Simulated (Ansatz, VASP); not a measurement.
## One calculation of Rb, two programs

File INCAR:

```
SYSTEM = Rb
PREC = Accurate ; ENCUT = 520
EDIFF = 1E-6 ; ISMEAR = 0
SIGMA = 0.02 ; LREAL = .FALSE.
LASPH = .TRUE. ; NELM = 100
ALGO = Fast ; ISIF = 2
LWAVE = .FALSE. ; LCHARG = .TRUE.
GGA = PE ; LELF = .TRUE.
LVHAR = .TRUE. ; NBANDS = 10
```

Contents of KPOINTS:

```
regular mesh
0
G
  7 7 7
  0 0 0
```

The input POSCAR:

```
Rb
1.0
    4.8540723900      0.0000000000      0.0000000000
   -1.6180241296      4.5764633379      0.0000000000
   -1.6180241296     -2.2882316682      3.9633335106
Rb
1
Direct
    0.0000000000      0.0000000000      0.0000000000
```

File input.yaml:

```yaml
crystal:
  lattice:
    - [4.85407239, 0.0, 0.0]
    - [-1.6180241296, 4.5764633379, 0.0]
    - [-1.6180241296, -2.2882316682, 3.9633335106]
  atoms:
    - { symbol: Rb, position: [0.0, 0.0, 0.0] }
kpoints:
  mp_grid: { grid: [7, 7, 7] }
scf:
  occupations: { method: gaussian, width: 0.02 }
hamiltonian:
  xc: pbe
  pseudopotentials: { kind: all_electron, lapw: { basis_error: 0.001 } }
output:
  forces: true
  stress: true
  eigenvalues: true
```

Alike in both runs: task single point; functional PBE; k mesh 7 × 7 × 7; occupations gaussian, width 0.02 eV; no spin polarisation.

|  | VASP | Ansatz |
| --- | --- | --- |
| version | VASP 6.6.1 | Ansatz 0.2.0 |
| potentials or method | VASP PAW PBE potentials, release 64 (Rb_sv), cutoff 520 eV | all-electron LAPW, scalar-relativistic |

```csv
,VASP,Ansatz,Ansatz less VASP
gap on the k mesh at the Fermi level (eV),none,none,-
pressure (GPa),0.1,0.1,0.00
```

A gap of «none» marks a metal or a gap that the smearing closes. Ansatz ran all-electron here, and VASP with PAW potentials.
